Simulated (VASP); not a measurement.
Pb:

```
CELL_PARAMETERS angstrom
0.00000 2.49475 2.49475
2.49475 0.00000 2.49475
2.49475 2.49475 0.00000
ATOMIC_POSITIONS crystal
Pb 0.00000 0.00000 0.00000
```

| Item | Value |
| --- | --- |
| Program | VASP 6.6.1 |
| Task | relaxation of cell and atoms |
| Functional | PBEsol |
| Potentials or basis | VASP PAW PBE potentials, release 64 (Pb_d) |
| Cutoff | 600 eV |
| k mesh | 14 × 14 × 14 |
| Occupations | gaussian, width 0.1 eV |
| Spin | no spin polarisation |

At the start: pressure -1.5 GPa; volume 31.05 Å³/atom.

Q: How do energy, volume and symmetry change on relaxing?

A: Over 3 steps the energy falls by 4.7 meV/atom and the volume is 30.05 Å³/atom (-3.2 %); space group Fm-3m (No. 225, to 0.05 Å).

The path:
| step | energy change (eV) | largest force (eV/Å) | pressure (GPa) | volume (Å³) |
| --- | --- | --- | --- | --- |
| 1 | 0.0000 | 0.0000 | -1.47 | 31.05 |
| 2 | -0.0044 | 0.0000 | 0.41 | 29.79 |
| 3 | -0.0047 | 0.0000 | 0.01 | 30.05 |

Final structure:
```
Pb
1.0
     0.00000    2.46752    2.46752
     2.46752    0.00000    2.46752
     2.46752    2.46752    0.00000
Pb
1
Direct
  0.00000 0.00000 0.00000
```

Caveat: the PAW data sets were made with another functional, which shifts forces and pressure a little.
